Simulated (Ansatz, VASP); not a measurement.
# One calculation of GeSb2Te4, two programs

```xyz
7
Lattice="5.6222 0.0000 0.0000 -2.8111 4.8690 0.0000 0.0000 0.0000 8.8140" Properties=species:S:1:pos:R:3 pbc="T T T"
Ge    0.0000    0.0000    6.4290
Sb    0.0000    3.2460    2.0698
Sb    2.8111    1.6230    2.0698
Te    0.0000    3.2460    5.0112
Te    2.8111    1.6230    5.0112
Te    0.0000    3.2460    7.9428
Te    2.8111    1.6230    7.9428
```

Alike in both runs: task relaxation of cell and atoms; functional PBE; k mesh 6 × 6 × 2; occupations gaussian, width 0.1 eV; no spin polarisation.

|  | VASP | Ansatz |
| --- | --- | --- |
| version | VASP 6.6.1 | Ansatz 0.2.0 |
| potentials or method | VASP PAW PBE potentials, release 64 (Ge_d, Sb, Te), cutoff 600 eV | scalar-relativistic, plane waves, PAW |
| valence electrons in the cell | 48 | 108 |

|  | VASP | Ansatz | Ansatz less VASP |
| --- | --- | --- | --- |
| gap on the k mesh at the Fermi level, each at its own relaxed structure (eV) | none | none | - |
| relaxed volume (Å³/atom) | 34.07 | 34.40 | +0.329 |
| relaxed length of the cell vector where the two differ most in proportion (Å) | 9.257 | 9.350 | +0.0934 |

A gap of «none» marks a metal or a gap that the smearing closes. VASP's potentials hold 48 valence electrons a cell and Ansatz's 108, so a difference there can come from the potentials and not from the codes.

Spin-orbit coupling is off throughout.
